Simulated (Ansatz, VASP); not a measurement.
**Two plane-wave programs on Cd4Se**

```
CELL_PARAMETERS angstrom
4.34856 -4.18666 0.00000
4.34856 4.18666 0.00000
0.00000 0.00000 3.64261
ATOMIC_POSITIONS crystal
Cd 0.32143 0.32143 0.00000
Cd 0.26159 0.73841 0.50000
Cd 0.73841 0.26159 0.50000
Cd 0.67857 0.67857 0.00000
Se 0.00000 0.00000 0.00000
```

Change from the starting cell: species swapped into the OsCl4 type (Cmmm, No. 65).

Alike in both runs: functional PBE; k mesh 6 × 6 × 8; occupations gaussian, width 0.1 eV; no spin polarisation.

Ansatz relaxed the structure, and its values are those at the end. VASP's run is a single point on that final structure, the one shown.

|  | VASP | Ansatz |
| --- | --- | --- |
| version | VASP 6.6.1 | Ansatz 0.2.0 |
| potentials or method | VASP PAW PBE potentials, release 64 (Cd, Se), cutoff 520 eV | scalar-relativistic, plane waves, PAW |
| valence electrons in the cell | 54 | 96 |

VASP gave:

- gap on the k mesh at the Fermi level (eV): none
- pressure (GPa): 0.2
- rms of the force components (eV/Å): 0.005

Task: Estimate Ansatz's values.

Result: gap on the k mesh at the Fermi level (eV): none; pressure (GPa): 0.0; rms of the force components (eV/Å): 0.002.

A gap of «none» marks a metal or a gap that the smearing closes. VASP's potentials hold 54 valence electrons a cell and Ansatz's 96, so a difference there can come from the potentials and not from the codes.
